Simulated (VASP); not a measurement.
The system is CoW3.

```
W Co
1.0
     3.90735    0.00000    0.00000
     0.00000    3.90735    0.00000
     0.00000    0.00000    3.90735
W Co
3 1
Direct
  0.50000 0.50000 0.00000
  0.50000 0.00000 0.50000
  0.00000 0.50000 0.50000
  0.00000 0.00000 0.00000
```

Base run:

- Program: VASP 6.6.1
- Functional: PBEsol
- Potentials or basis: VASP PAW PBE potentials, release 64 (W_sv, Co)
- Cutoff: 600 eV
- k mesh: 6 × 6 × 6
- Occupations: fermi-dirac, width 0.05 eV
- Spin: collinear spin, ferromagnetic start
- Starting moments: [0.0, 0.0, 0.0, 3.0] μB
- Fixed moment: 3 μB

Its results: pressure -5.2 GPa; site moments W +0.40; Co +1.50 μB.

Task: The run is repeated on the same cell with these changes: fixed moment from 3 μB to 4 μB; moments at the start from [0.0, 0.0, 0.0, 3.0] to [0.0, 0.0, 0.0, 4.0]. What comes out?

Result: Pressure -2.1 GPa; site moments W +0.62; Co +1.65 μB.

Caveats: the PAW data sets were made with another functional, which shifts forces and pressure a little; the total moment is fixed, so each spin has its own Fermi level.
